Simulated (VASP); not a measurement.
Write the native input for VASP 6.6.1 that does the following.

| Property | Result |
| --- | --- |
| Task | single point |
| Functional | PBE |
| Potentials or basis | VASP PAW PBE potentials, release 64 (Co, Bi_d) |
| Cutoff | 520 eV |
| k mesh | 13 × 13 × 13 |
| Occupations | fermi-dirac, width 0.05 eV |
| Spin | collinear spin, ferromagnetic start |
| Starting moments | [2.0, 0.0] μB |
| Dipole correction | no |
| Further INCAR settings | ALGO = Normal; EDIFF = 1e-06; NBANDS = 23 |

The structure of CoBi (rocksalt type) lies in POSCAR:

```
CoBi
1.0
    0.0000000000      2.7226517207      2.7226517207
    2.7226517207      0.0000000000      2.7226517207
    2.7226517207      2.7226517207      0.0000000000
Co Bi
1 1
Direct
    0.0000000000      0.0000000000      0.0000000000
    0.5000000000      0.5000000000      0.5000000000
```

One way to write it, as run:

INCAR

```
ALGO = Normal ; EDIFF = 1E-6
ENCUT = 520 ; GGA = PE
ISIF = 2 ; ISMEAR = -1
ISPIN = 2 ; LASPH = True
LCHARG = True ; LELF = True
LMAXMIX = 4 ; LORBIT = 11
LREAL = False ; LVHAR = True
LWAVE = False ; MAGMOM = 2 0
NBANDS = 23 ; NELM = 150
PREC = Accurate ; SIGMA = 0.05
```

KPOINTS

```
k-points
0
Gamma
  13 13 13
```

Potentials or basis: VASP PAW PBE potentials, release 64 (Co, Bi_d).

Command:

```bash
$ cat potpaw_PBE.64/Co/POTCAR potpaw_PBE.64/Bi_d/POTCAR > POTCAR
$ mpirun -np 1 vasp_std > vasp.out
```

Results of the run:

```yaml
Pressure: -2.0 GPa
Net_moment: 0.61 μB per cell
Site_moments: Co +0.66; Bi -0.04 μB
Valence_electrons_inside_the_program's_atomic_spheres: Co 8.13; Bi 12.87
```

It took 4.5 min on 1 thread of Intel Xeon 8259CL, with other jobs on the host, peak memory 0.27 GiB.
